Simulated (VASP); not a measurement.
# Hf (P6_3/mmc) in VASP: notebook

Hf is run at these levels: r2SCAN; tasks: single point, relaxation of cell and atoms.

Everything below comes from runs of VASP 6.6.1. Logs are shortened: lines on timing, memory, paths and dates and some standing lists are left out, and cuts for length are marked.

### 1 The cell of the first run

It takes space group P6_3/mmc (No. 194, hexagonal). The conventional cell has a = 3.198 Å, b = 3.198 Å, c = 5.047 Å, α = 90.00°, β = 90.00°, γ = 120.00°. Hf (site symmetry -6m2) has 12 Hf at 3.13 to 3.20 Å within 4.1 Å.

### 2 Single point, r2SCAN

POSCAR reads:

```
Hf
1.0
    3.1977331361      0.0000000000      0.0000000000
   -1.5988665680      2.7693181304      0.0000000000
    0.0000000000      0.0000000000      5.0472291987
Hf
2
Direct
    0.3333333333      0.6666666667      0.2500000000
    0.6666666667      0.3333333333      0.7500000000
```

INCAR.step1 reads:

```
SYSTEM = Hf
ALGO = Normal
EDIFF = 1E-5
ENCUT = 550
GGA = PE
GGA_COMPAT = .False.
ISMEAR = 0
LASPH = .True.
LCHARG = .False.
LREAL = .False.
LWAVE = .True.
NBANDS = 17
NELM = 120
PREC = Accurate
SIGMA = 0.1
```

INCAR.step2 reads:

```
SYSTEM = Hf
ALGO = Normal
EDIFF = 1E-6
ENCUT = 550
GGA_COMPAT = .False.
ISIF = 2
ISMEAR = 0
ISTART = 1
LASPH = .True.
LCHARG = .True.
LELF = .True.
LMIXTAU = .True.
LREAL = .False.
LVHAR = .True.
LWAVE = .False.
METAGGA = R2SCAN
NBANDS = 17
NELM = 120
PREC = Accurate
SIGMA = 0.1
```

KPOINTS reads:

```
k-points
0
Gamma
  15 15 8
  0 0 0
```

Potentials or basis: VASP PAW PBE potentials, release 64 (Hf_pv).

The run is started by

```
cat potpaw_PBE.64/Hf_pv/POTCAR > POTCAR
cp INCAR.step1 INCAR
mpirun -np 1 vasp_std > vasp.out
cp INCAR.step2 INCAR
mpirun -np 1 vasp_std > vasp.out
```

OUTCAR:

```text
SYSTEM = Hf
   EDIFF = 1E-6
   ENCUT = 550
   ISIF = 2
   ISMEAR = 0
   ISTART = 1
   LASPH = .True.
   LREAL = .False.
   METAGGA = R2SCAN
   NELM = 120
   PREC = Accurate

 ion  position               nearest neighbor table
   1  0.333  0.667  0.250-   2 3.13   2 3.13   2 3.13   2 3.13   2 3.13   2 3.13
   2  0.667  0.333  0.750-   1 3.13   1 3.13   1 3.13   1 3.13   1 3.13   1 3.13

  LATTYP: Found a hexagonal cell.
 ALAT       =     3.1977331361
 C/A-ratio  =     1.5783772391

  Lattice vectors:

 A1 = (   3.1977331361,   0.0000000000,   0.0000000000)
 A2 = (  -1.5988665680,   2.7693181304,   0.0000000000)
 A3 = (   0.0000000000,   0.0000000000,   5.0472291987)

Analysis of symmetry for initial positions (statically):
=====================================================================
 Subroutine PRICEL returns:
 Original cell was already a primitive cell.

 Routine SETGRP: Setting up the symmetry group for a
 hexagonal supercell.

 Subroutine GETGRP returns: Found 24 space group operations
 (whereof 12 operations were pure point group operations)
 out of a pool of 24 trial point group operations.

The static configuration has the point symmetry D_3d.
 The point group associated with its full space group is D_6h.

Analysis of symmetry for dynamics (positions and initial velocities):
=====================================================================
 Subroutine PRICEL returns:
 Original cell was already a primitive cell.

 Routine SETGRP: Setting up the symmetry group for a
 hexagonal supercell.

 Subroutine GETGRP returns: Found 24 space group operations
 (whereof 12 operations were pure point group operations)
 out of a pool of 24 trial point group operations.

The dynamic configuration has the point symmetry D_3d.
 The point group associated with its full space group is D_6h.

 Subroutine INISYM returns: Found 24 space group operations
 (whereof 12 operations are pure point group operations),
 and found     1 'primitive' translations

----------------------------------------------------------------------------------------

                                     Primitive cell

  volume of cell :      44.6959

  direct lattice vectors                    reciprocal lattice vectors
     3.197733136  0.000000000  0.000000000     0.312721530  0.180549860  0.000000000
    -1.598866568  2.769318130  0.000000000     0.000000000  0.361099719  0.000000000
     0.000000000  0.000000000  5.047229199     0.000000000  0.000000000  0.198128510

  length of vectors
     3.197733136  3.197733136  5.047229199     0.361099719  0.361099719  0.198128510

  position of ions in fractional coordinates (direct lattice)
     0.333333333  0.666666667  0.250000000
     0.666666667  0.333333333  0.750000000

  ion indices of the primitive-cell ions
   primitive index   ion index
                 1           1
                 2           2

----------------------------------------------------------------------------------------

 KPOINTS: k-points

Automatic generation of k-mesh.
 Grid dimensions read from file:
 generate k-points for:   15   15    8

 Generating k-lattice:

  Cartesian coordinates                     Fractional coordinates (reciprocal lattice)
     0.020848102  0.012036657  0.000000000     0.066666667  0.000000000  0.000000000
     0.000000000  0.024073315  0.000000000     0.000000000  0.066666667  0.000000000
     0.000000000  0.000000000  0.024766064     0.000000000  0.000000000  0.125000000

  Length of vectors
     0.024073315  0.024073315  0.024766064

  Shift w.r.t. Gamma in fractional coordinates (k-lattice)
     0.000000000  0.000000000  0.000000000

 Subroutine IBZKPT returns following result:
 ===========================================

 Found    135 irreducible k-points:

 Following reciprocal coordinates:
            Coordinates               Weight
  0.000000  0.000000  0.000000      1.000000
  0.066667  0.000000  0.000000      6.000000
  0.133333  0.000000  0.000000      6.000000
  0.200000  0.000000  0.000000      6.000000
  0.266667  0.000000  0.000000      6.000000
  0.333333  0.000000  0.000000      6.000000
[... 16 lines left out ...]
  0.333333  0.200000  0.000000     12.000000
  0.400000  0.200000  0.000000      6.000000
 [... further k-points ...]
   k-points           NKPTS =    135   k-points in BZ     NKDIM =    135   number of bands    NBANDS=     17
   number of dos      NEDOS =    301   number of ions     NIONS =      2
   total plane-waves  NPLWV =  23040
   dimension x,y,z NGX =    24 NGY =   24 NGZ =   40
   dimension x,y,z NGXF=    48 NGYF=   48 NGZF=   80
   ions per type =               2
   NGX,Y,Z   is equivalent  to a cutoff of  12.48, 12.48, 13.18 a.u.
   NGXF,Y,Z  is equivalent  to a cutoff of  24.95, 24.95, 26.35 a.u.
 SYSTEM =  Hf
   PREC   = accura    normal or accurate (medium, high low for compatibility)
   ISTART =      1    job   : 0-new  1-cont  2-samecut
   ICHARG =      0    charge: 1-file 2-atom 10-const
   ISPIN  =      1    spin polarized calculation?
   LNONCOLLINEAR =      F non collinear calculations
   LSORBIT =      F    spin-orbit coupling
   LASPH  =      T    aspherical Exc in radial PAW
   ENCUT  =  550.0 eV  40.42 Ry    6.36 a.u.   6.11  6.11  9.65*2*pi/ulx,y,z
   NELM   =    120;   NELMIN=  2; NELMDL=  0     # of ELM steps
   EDIFF  = 0.1E-05   stopping-criterion for ELM
   LREAL  =      F    real-space projection
   EDIFFG = 0.1E-04   stopping-criterion for IOM
   NSW    =      0    number of steps for IOM
   IBRION =     -1    ionic relax: 0-MD 1-quasi-New 2-CG
   NFREE  =      0    steps in history (QN), initial steepest desc. (CG)
   ISIF   =      2    stress and relaxation
   ISYM   =      2    0-nonsym 1-usesym 2-fastsym
   POTIM  = 0.5000    time-step for ionic-motion
   TEBEG  =    0.0;   TEEND  =   0.0 temperature during run
   PSTRESS=    0.0 pullay stress
   NELECT =      20.0000    total number of electrons
   NUPDOWN=      -1.0000    fix difference up-down
   EMIN   =  10.00;   EMAX   =-10.00  energy-range for DOS
   EFERMI =   0.00;   METHOD = LEGACY
   ISMEAR =     0;   SIGMA  =   0.10  broadening in eV -4-tet -1-fermi 0-gaus
   EFERMI_NEDOS =   21; number of points for ismear=-14 and -15
   IALGO  =     38    algorithm
   IMIX   =      4    mixing-type and parameters
     AMIX     =   0.40;   BMIX     =  1.00
     AMIX_MAG =   1.60;   BMIX_MAG =  1.00
  volume/ion in A,a.u.               =      22.35       150.81
  Fermi-wavevector in a.u.,A,eV,Ry     =   1.252167  2.366252 21.332865  1.567921
  Thomas-Fermi vector in A             =   2.386080
   LORBIT       =      0    0 simple, 1 ext, 2 COOP (PROOUT), +10 PAW based schemes
   METAGGA = R2SCAN    functional components
   LHFCALC =     F    Hartree Fock is set to
   AEXX    =    0.0000 exact exchange contribution
   IVDW    =     0    specifies the selected vdW correction
   LEPSILON=     F    determine dielectric tensor
   LRPA    =     F    only Hartree local field effects (RPA)
 non-spin polarized calculation
 Gauss-broadening in eV      SIGMA  =   0.10
  energy-cutoff  :      550.00
  volume of cell :       44.70
 maximum number of plane-waves:      1326
   NGX = 13   NGY = 13   NGZ = 19

 number of electron      20.0000003 magnetization

 Free energy of the ion-electron system (eV)
  ---------------------------------------------------
  ext. energy  EPLUGINS =         0.00000000
  ---------------------------------------------------
  free energy    TOTEN  =       -90.30613892 eV

  energy without entropy =      -90.29988772  energy(sigma->0) =      -90.30301332

 E-fermi :   4.8561     XC(G=0): -12.1589

 val. band max:        4.8217833146   @ k =   0.1333   0.0667   0.1250
 cond. band min:       4.8689028670   @ k =   0.3333   0.3333   0.2500
 fundamental gap:      0.0471195524
 Fermi energy:         4.8560723437

 k-point     1 :       0.0000    0.0000    0.0000
  band No.  band energies     occupation
      1     -27.4122      2.00000
      2     -26.6394      2.00000
      3     -26.6394      2.00000
      4     -26.5111      2.00000
      5     -26.5086      2.00000
      6     -26.5086      2.00000
[... 9 lines left out ...]
     16       7.7507      0.00000
     17      10.5000      0.00000

 k-point     2 :       0.0667    0.0000    0.0000
  band No.  band energies     occupation
      1     -27.4002      2.00000
      2     -26.6649      2.00000
      3     -26.6480      2.00000
      4     -26.5355      2.00000
      5     -26.5166      2.00000
      6     -26.5119      2.00000
[... 9 lines left out ...]
     16       7.6118      0.00000
     17      10.6121      0.00000

 k-point     3 :       0.1333    0.0000    0.0000
  band No.  band energies     occupation
      1     -27.3651      2.00000
      2     -26.7368      2.00000
      3     -26.6717      2.00000
      4     -26.6101      2.00000
      5     -26.5331      2.00000
      6     -26.5216      2.00000
[... 9 lines left out ...]
     16       7.5360      0.00000
     17      10.8704      0.00000

 k-point     4 :       0.2000    0.0000    0.0000
  band No.  band energies     occupation
      1     -27.3100      2.00000
      2     -26.8430      2.00000
      3     -26.7165      2.00000
      4     -26.7054      2.00000
      5     -26.5606      2.00000
      6     -26.5370      2.00000
[... 9 lines left out ...]
     16       8.1221      0.00000
     17      11.1499      0.00000
[... 343 lines left out ...]
      1     -27.0960      2.00000
      2     -27.0687      2.00000
      3     -27.0248      2.00000
      4     -26.8386      2.00000
      5     -26.7095      2.00000
      6     -26.6934      2.00000
[... 9 lines left out ...]
     16      11.1683      0.00000
     17      11.4347      0.00000

 k-point    23 :       0.3333    0.2000    0.0000
  band No.  band energies     occupation
      1     -27.1489      2.00000
      2     -27.0255      2.00000
      3     -27.0017      2.00000
      4     -26.8963      2.00000
      5     -26.7611      2.00000
      6     -26.7206      2.00000
[... 9 lines left out ...]
     16      11.1523      0.00000
     17      12.0436      0.00000

 k-point    24 :       0.4000    0.2000    0.0000
  band No.  band energies     occupation
      1     -27.1673      2.00000
      2     -27.0186      2.00000
      3     -26.9691      2.00000
      4     -26.9243      2.00000
      5     -26.7883      2.00000
      6     -26.7299      2.00000
[... 9 lines left out ...]
     16      11.1457      0.00000
     17      11.6271      0.00000

 [... further k-points ...]

------------------------ aborting loop because EDIFF is reached ----------------------------------------

  FORCE on cell =-STRESS in cart. coord.  units (eV):
  Direction    XX          YY          ZZ          XY          YZ          ZX
  --------------------------------------------------------------------------------------
  -------------------------------------------------------------------------------------
  Total       -0.1497915     -0.1497915     -0.1938806     -0.0000000     -0.0000000      0.0000000
  in kB       -5.3694481     -5.3694481     -6.9498716     -0.0000000     -0.0000000      0.0000000
  external PRESSURE =      -5.8962560 kB  Pullay stress =       0.0000000 kB

 VOLUME and BASIS-vectors are now :
 -----------------------------------------------------------------------------
  energy-cutoff  :      550.00
  volume of cell :       44.70
      direct lattice vectors                 reciprocal lattice vectors
     3.197733136  0.000000000  0.000000000     0.312721530  0.180549860  0.000000000
    -1.598866568  2.769318130  0.000000000     0.000000000  0.361099719  0.000000000
     0.000000000  0.000000000  5.047229199     0.000000000  0.000000000  0.198128510

 POSITION                                       TOTAL-FORCE (eV/Angst)
 -----------------------------------------------------------------------------------
     -0.00000      1.84621      1.26181        -0.000000      0.000000      0.000000
      1.59887      0.92311      3.78542         0.000000     -0.000000      0.000000
 -----------------------------------------------------------------------------------
    total drift:                                0.000000     -0.000000      0.000000

  FREE ENERGIE OF THE ION-ELECTRON SYSTEM (eV)
  ---------------------------------------------------
  free  energy   TOTEN  =       -90.3061389238 eV

  energy  without entropy=      -90.2998877171  energy(sigma->0) =      -90.30301332
```

Wall time 4.2 min (1 thread of Oxide Virtual Turin-like, shared host); peak memory 0.2 GiB.

Results:

```
Free energy            : -90.3061 eV
Pressure               : -0.6 GPa
Band gap on the k mesh : zero (bands 10 and 11 overlap by 1.75 eV)
```

Levels at points of the mesh, in eV from the Fermi level:
| k point | band 8 | band 9 | band 10 | band 11 | band 12 | band 13 |
| --- | --- | --- | --- | --- | --- | --- |
| (0.00, 0.00, 0.00) | -3.86 | 0.41 | 1.31 | 1.31 | 1.64 | 2.19 |
| (0.00, 0.00, 0.50) | -5.70 | 0.15 | 0.15 | 1.21 | 1.21 | 1.21 |

Caveat: the PAW data sets were made with another functional, which shifts forces and pressure a little; spin-orbit coupling is left out, which moves the levels of the heavy elements.

(Continued in part 2 of 2.)

The gap in the log of VASP goes by the Fermi energy; the results here count the filled bands.